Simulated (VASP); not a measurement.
# SnO2 (Cassiterite) (P4_2/mnm) in VASP: a series of runs

Runs on SnO2 (Cassiterite). Level: LDA. Tasks: single point, relaxation of cell and atoms.

Everything below comes from runs of VASP 6.6.1. Logs are shortened: lines on timing, memory, paths and dates and some standing lists are left out, and cuts for length are marked.

## 1. The cell of the first run

The structure is tetragonal, space group P4_2/mnm (No. 136). The conventional cell has a = 4.686 Å, b = 4.686 Å, c = 3.180 Å, α = 90.00°, β = 90.00°, γ = 90.00°. Sn (site symmetry mmm) has 6 O at 2.03 to 2.05 Å within 2.7 Å. O (site symmetry m2m) has 3 Sn at 2.03 to 2.05 Å and 1 O at 2.57 Å within 2.7 Å.

## 2. Single point, LDA

File INCAR:

```
PREC = Accurate
ENCUT = 520
EDIFF = 1E-6
ISMEAR = 0
SIGMA = 0.01
LREAL = F
LASPH = T
NELM = 100
ALGO = Normal
ISIF = 2
LWAVE = F
LCHARG = F
NBANDS = 35
```

File KPOINTS:

```
regular mesh
0
Gamma
  4 4 6
```

File POSCAR:

```
SnO2
1.0
    4.6864465967      0.0000000000      0.0000000000
    0.0000000000      4.6864465967      0.0000000000
    0.0000000000      0.0000000000      3.1795922366
Sn O
2 4
Direct
    0.0000000000      0.0000000000      0.0000000000
    0.5000000000      0.5000000000      0.5000000000
    0.3058120088      0.3058120088      0.0000000000
    0.1941879912      0.8058120088      0.5000000000
    0.6941879912      0.6941879912      0.0000000000
    0.8058120088      0.1941879912      0.5000000000
```

Potentials or basis: VASP PAW LDA potentials, release 64 (Sn_d, O).

Launch:

```
> cat potpaw_LDA.64/Sn_d/POTCAR potpaw_LDA.64/O/POTCAR > POTCAR
> mpirun -np 1 vasp_std > vasp.out
```

OUTCAR:

```text
PREC = Accurate
   ENCUT = 520
   EDIFF = 1E-6
   ISMEAR = 0
   LREAL = F
   LASPH = T
   NELM = 100
   ISIF = 2

 ion  position               nearest neighbor table
   1  0.000  0.000  0.000-   3 2.03   5 2.03   4 2.05   6 2.05   4 2.05   6 2.05   2 3.68   2 3.68
                             2 3.68   2 3.68   2 3.68   2 3.68   2 3.68   2 3.68
   2  0.500  0.500  0.500-   4 2.03   6 2.03   5 2.05   3 2.05   3 2.05   5 2.05   1 3.68   1 3.68
                             1 3.68   1 3.68   1 3.68   1 3.68   1 3.68   1 3.68
   3  0.306  0.306  0.000-   1 2.03   2 2.05   2 2.05
   4  0.194  0.806  0.500-   2 2.03   1 2.05   1 2.05
   5  0.694  0.694  0.000-   1 2.03   2 2.05   2 2.05
   6  0.806  0.194  0.500-   2 2.03   1 2.05   1 2.05

  LATTYP: Found a simple tetragonal cell.
 ALAT       =     4.6864465967
 C/A-ratio  =     0.6784654793

  Lattice vectors:

 A1 = (   4.6864465967,   0.0000000000,   0.0000000000)
 A2 = (   0.0000000000,   4.6864465967,   0.0000000000)
 A3 = (   0.0000000000,   0.0000000000,   3.1795922366)

Analysis of symmetry for initial positions (statically):
=====================================================================
 Subroutine PRICEL returns:
 Original cell was already a primitive cell.

 Routine SETGRP: Setting up the symmetry group for a
 simple tetragonal supercell.

 Subroutine GETGRP returns: Found 16 space group operations
 (whereof  8 operations were pure point group operations)
 out of a pool of 16 trial point group operations.

The static configuration has the point symmetry D_2h.
 The point group associated with its full space group is D_4h.

Analysis of symmetry for dynamics (positions and initial velocities):
=====================================================================
 Subroutine PRICEL returns:
 Original cell was already a primitive cell.

 Routine SETGRP: Setting up the symmetry group for a
 simple tetragonal supercell.

 Subroutine GETGRP returns: Found 16 space group operations
 (whereof  8 operations were pure point group operations)
 out of a pool of 16 trial point group operations.

The dynamic configuration has the point symmetry D_2h.
 The point group associated with its full space group is D_4h.

 Subroutine INISYM returns: Found 16 space group operations
 (whereof  8 operations are pure point group operations),
 and found     1 'primitive' translations

----------------------------------------------------------------------------------------

                                     Primitive cell

  volume of cell :      69.8327

  direct lattice vectors                    reciprocal lattice vectors
     4.686446597  0.000000000  0.000000000     0.213381286  0.000000000  0.000000000
     0.000000000  4.686446597  0.000000000     0.000000000  0.213381286  0.000000000
     0.000000000  0.000000000  3.179592237     0.000000000  0.000000000  0.314505737

  length of vectors
     4.686446597  4.686446597  3.179592237     0.213381286  0.213381286  0.314505737

  position of ions in fractional coordinates (direct lattice)
     0.000000000  0.000000000  0.000000000
     0.500000000  0.500000000  0.500000000
     0.305812009  0.305812009  0.000000000
     0.194187991  0.805812009  0.500000000
     0.694187991  0.694187991  0.000000000
     0.805812009  0.194187991  0.500000000

  ion indices of the primitive-cell ions
   primitive index   ion index
                 1           1
                 2           2
                 3           3
                 4           4
                 5           5
                 6           6

----------------------------------------------------------------------------------------

 KPOINTS: regular mesh

Automatic generation of k-mesh.
 Grid dimensions read from file:
 generate k-points for:    4    4    6

 Generating k-lattice:

  Cartesian coordinates                     Fractional coordinates (reciprocal lattice)
     0.053345321  0.000000000  0.000000000     0.250000000  0.000000000  0.000000000
     0.000000000  0.053345321  0.000000000     0.000000000  0.250000000  0.000000000
     0.000000000  0.000000000  0.052417623     0.000000000  0.000000000  0.166666667

  Length of vectors
     0.053345321  0.053345321  0.052417623

  Shift w.r.t. Gamma in fractional coordinates (k-lattice)
     0.000000000  0.000000000  0.000000000

 Subroutine IBZKPT returns following result:
 ===========================================

 Found     24 irreducible k-points:

 Following reciprocal coordinates:
            Coordinates               Weight
  0.000000  0.000000  0.000000      1.000000
  0.250000  0.000000  0.000000      4.000000
  0.500000  0.000000  0.000000      2.000000
  0.250000  0.250000  0.000000      4.000000
  0.500000  0.250000  0.000000      4.000000
  0.500000  0.500000  0.000000      1.000000
[... 16 lines left out ...]
  0.500000  0.250000  0.500000      4.000000
  0.500000  0.500000  0.500000      1.000000
   k-points           NKPTS =     24   k-points in BZ     NKDIM =     24   number of bands    NBANDS=     35
   number of dos      NEDOS =    301   number of ions     NIONS =      6
   total plane-waves  NPLWV =  31104
   dimension x,y,z NGX =    36 NGY =   36 NGZ =   24
   dimension x,y,z NGXF=    72 NGYF=   72 NGZF=   48
   ions per type =               2   4
   NGX,Y,Z   is equivalent  to a cutoff of  12.77, 12.77, 12.55 a.u.
   NGXF,Y,Z  is equivalent  to a cutoff of  25.54, 25.54, 25.10 a.u.
 SYSTEM =  unknown system
   PREC   = accura    normal or accurate (medium, high low for compatibility)
   ISTART =      0    job   : 0-new  1-cont  2-samecut
   ICHARG =      2    charge: 1-file 2-atom 10-const
   ISPIN  =      1    spin polarized calculation?
   LNONCOLLINEAR =      F non collinear calculations
   LSORBIT =      F    spin-orbit coupling
   LASPH  =      T    aspherical Exc in radial PAW
   ENCUT  =  520.0 eV  38.22 Ry    6.18 a.u.   8.71  8.71  5.91*2*pi/ulx,y,z
   NELM   =    100;   NELMIN=  2; NELMDL= -5     # of ELM steps
   EDIFF  = 0.1E-05   stopping-criterion for ELM
   LREAL  =      F    real-space projection
   EDIFFG = 0.1E-04   stopping-criterion for IOM
   NSW    =      0    number of steps for IOM
   IBRION =     -1    ionic relax: 0-MD 1-quasi-New 2-CG
   NFREE  =      0    steps in history (QN), initial steepest desc. (CG)
   ISIF   =      2    stress and relaxation
   ISYM   =      2    0-nonsym 1-usesym 2-fastsym
   POTIM  = 0.5000    time-step for ionic-motion
   TEBEG  =    0.0;   TEEND  =   0.0 temperature during run
   PSTRESS=    0.0 pullay stress
   NELECT =      52.0000    total number of electrons
   NUPDOWN=      -1.0000    fix difference up-down
   EMIN   =  10.00;   EMAX   =-10.00  energy-range for DOS
   EFERMI =   0.00;   METHOD = LEGACY
   ISMEAR =     0;   SIGMA  =   0.01  broadening in eV -4-tet -1-fermi 0-gaus
   EFERMI_NEDOS =   21; number of points for ismear=-14 and -15
   IALGO  =     38    algorithm
   IMIX   =      4    mixing-type and parameters
     AMIX     =   0.40;   BMIX     =  1.00
     AMIX_MAG =   1.60;   BMIX_MAG =  1.00
  volume/ion in A,a.u.               =      11.64        78.54
  Fermi-wavevector in a.u.,A,eV,Ry     =   1.483849  2.804068 29.957412  2.201808
  Thomas-Fermi vector in A             =   2.597459
   LORBIT       =      0    0 simple, 1 ext, 2 COOP (PROOUT), +10 PAW based schemes
   GGA     = CA    functional components
   LHFCALC =     F    Hartree Fock is set to
   AEXX    =    0.0000 exact exchange contribution
   IVDW    =     0    specifies the selected vdW correction
   LEPSILON=     F    determine dielectric tensor
   LRPA    =     F    only Hartree local field effects (RPA)
 non-spin polarized calculation
 Gauss-broadening in eV      SIGMA  =   0.01
  energy-cutoff  :      520.00
  volume of cell :       69.83
 maximum number of plane-waves:      1908
 NGX is ok and might be reduce to    36
   NGX = 17   NGY = 17   NGZ = 11

 number of electron      51.9999982 magnetization

 Free energy of the ion-electron system (eV)
  ---------------------------------------------------
  ext. energy  EPLUGINS =         0.00000000
  ---------------------------------------------------
  free energy    TOTEN  =       -42.25227690 eV

  energy without entropy =      -42.25227690  energy(sigma->0) =      -42.25227690

 E-fermi :   6.2060     XC(G=0): -11.9313

 val. band max:        6.1606759902   @ k =   0.0000   0.0000   0.0000
 cond. band min:       7.5624875674   @ k =   0.0000   0.0000   0.0000
 fundamental gap:      1.4018115772
 Fermi energy:         6.2059692039

 k-point     1 :       0.0000    0.0000    0.0000
  band No.  band energies     occupation
      1     -14.8914      2.00000
      2     -14.0597      2.00000
      3     -13.7641      2.00000
      4     -13.7446      2.00000
      5     -13.7446      2.00000
      6     -13.6823      2.00000
[... 27 lines left out ...]
     34      18.4013      0.00000
     35      18.6973      0.00000

 k-point     2 :       0.2500    0.0000    0.0000
  band No.  band energies     occupation
      1     -14.7906      2.00000
      2     -14.1824      2.00000
      3     -13.7646      2.00000
      4     -13.7438      2.00000
      5     -13.7401      2.00000
      6     -13.7398      2.00000
[... 27 lines left out ...]
     34      18.3321      0.00000
     35      18.6107      0.00000

 k-point     3 :       0.5000    0.0000    0.0000
  band No.  band energies     occupation
      1     -14.5128      2.00000
      2     -14.5128      2.00000
      3     -13.7658      2.00000
      4     -13.7658      2.00000
      5     -13.7351      2.00000
      6     -13.7351      2.00000
[... 27 lines left out ...]
     34      18.4612      0.00000
     35      18.6734      0.00000

 k-point     4 :       0.2500    0.2500    0.0000
  band No.  band energies     occupation
      1     -14.7410      2.00000
      2     -14.3181      2.00000
      3     -13.7640      2.00000
      4     -13.7462      2.00000
      5     -13.7420      2.00000
      6     -13.7351      2.00000
[... 27 lines left out ...]
     34      18.2028      0.00000
     35      18.4207      0.00000

 k-point     5 :       0.5000    0.2500    0.0000
  band No.  band energies     occupation
      1     -14.5716      2.00000
      2     -14.5716      2.00000
      3     -13.7492      2.00000
      4     -13.7492      2.00000
      5     -13.7416      2.00000
      6     -13.7416      2.00000
[... 638 lines left out ...]
 k-point    22 :       0.2500    0.2500    0.5000
  band No.  band energies     occupation
      1     -14.7956      2.00000
      2     -14.5863      2.00000
      3     -14.1271      2.00000
      4     -13.7584      2.00000
      5     -13.5950      2.00000
      6     -13.5889      2.00000
[... 27 lines left out ...]
     34      18.1890      0.00000
     35      18.6146      0.00000

 k-point    23 :       0.5000    0.2500    0.5000
  band No.  band energies     occupation
      1     -14.7162      2.00000
      2     -14.7162      2.00000
      3     -13.9328      2.00000
      4     -13.9328      2.00000
      5     -13.5908      2.00000
      6     -13.5908      2.00000
[... 27 lines left out ...]
     34      17.6955      0.00000
     35      18.8906      0.00000

 k-point    24 :       0.5000    0.5000    0.5000
  band No.  band energies     occupation
      1     -14.5946      2.00000
      2     -14.5946      2.00000
      3     -14.1350      2.00000
      4     -14.1350      2.00000
      5     -13.5851      2.00000
      6     -13.5851      2.00000
[... 27 lines left out ...]
     34      17.3334      0.00000
     35      19.2329      0.00000

------------------------ aborting loop because EDIFF is reached ----------------------------------------

  FORCE on cell =-STRESS in cart. coord.  units (eV):
  Direction    XX          YY          ZZ          XY          YZ          ZX
  --------------------------------------------------------------------------------------
  -------------------------------------------------------------------------------------
  Total        2.1710177      2.1710177      2.3767223      0.0000000      0.0000000      0.0000000
  in kB       49.8098425     49.8098425     54.5293401      0.0000000      0.0000000      0.0000000
  external PRESSURE =      51.3830084 kB  Pullay stress =       0.0000000 kB

 VOLUME and BASIS-vectors are now :
 -----------------------------------------------------------------------------
  energy-cutoff  :      520.00
  volume of cell :       69.83
      direct lattice vectors                 reciprocal lattice vectors
     4.686446597  0.000000000  0.000000000     0.213381286  0.000000000  0.000000000
     0.000000000  4.686446597  0.000000000     0.000000000  0.213381286  0.000000000
     0.000000000  0.000000000  3.179592237     0.000000000  0.000000000  0.314505737

 POSITION                                       TOTAL-FORCE (eV/Angst)
 -----------------------------------------------------------------------------------
      0.00000      0.00000      0.00000        -0.000000      0.000000      0.000000
      2.34322      2.34322      1.58980        -0.000000      0.000000      0.000000
      1.43317      1.43317      0.00000        -0.014974     -0.014974      0.000000
      0.91005      3.77639      1.58980         0.014974     -0.014974      0.000000
      3.25327      3.25327      0.00000         0.014974      0.014974     -0.000000
      3.77639      0.91005      1.58980        -0.014974      0.014974     -0.000000
 -----------------------------------------------------------------------------------
    total drift:                                0.000000      0.000000      0.000000

  FREE ENERGIE OF THE ION-ELECTRON SYSTEM (eV)
  ---------------------------------------------------
  free  energy   TOTEN  =       -42.2522769020 eV

  energy  without entropy=      -42.2522769020  energy(sigma->0) =      -42.25227690
```

Wall time 17 s (1 thread of Intel Xeon 6975P-C (Granite Rapids), shared host); peak memory 0.18 GiB.

What came out:

* Free energy: -42.2523 eV
* Pressure: 5.1 GPa
* Largest force: 0.021 eV/Å
* Band gap on the k mesh: 1.40 eV, direct

Forces in eV/Å, atoms in the order of the input:
```
Sn   0.000  0.000  0.000
Sn   0.000  0.000  0.000
O   -0.015 -0.015  0.000
O    0.015 -0.015  0.000
O    0.015  0.015  0.000
O   -0.015  0.015  0.000
```

Stress tensor (GPa, compression positive):
```
4.98 0.00 0.00
0.00 4.98 0.00
0.00 0.00 5.45
```

Levels at points of the mesh, in eV from the valence-band top:
```
           k point  band 23  band 24  band 25  band 26  band 27  band 28  band 29  band 30
(0.00, 0.00, 0.00)    -1.27    -0.82    -0.82     0.00     1.40     6.10     6.14     6.14
(0.50, 0.00, 0.00)    -1.24    -1.24    -0.66    -0.66     4.56     4.56     6.91     6.91
(0.50, 0.50, 0.00)    -1.36    -1.36    -0.93    -0.93     4.95     4.95     7.45     7.45
(0.00, 0.00, 0.50)    -1.78    -1.78    -1.31    -1.31     6.29     6.29     9.69     9.69
(0.50, 0.00, 0.50)    -1.17    -1.17    -0.69    -0.69     6.58     6.58     8.08     8.08
(0.50, 0.50, 0.50)    -1.00    -1.00    -0.87    -0.87     4.91     4.91     8.75     8.75
```

Caveat: spin-orbit coupling is left out, which moves the levels of the heavy elements.

(Part 1 of 2 ends here.)
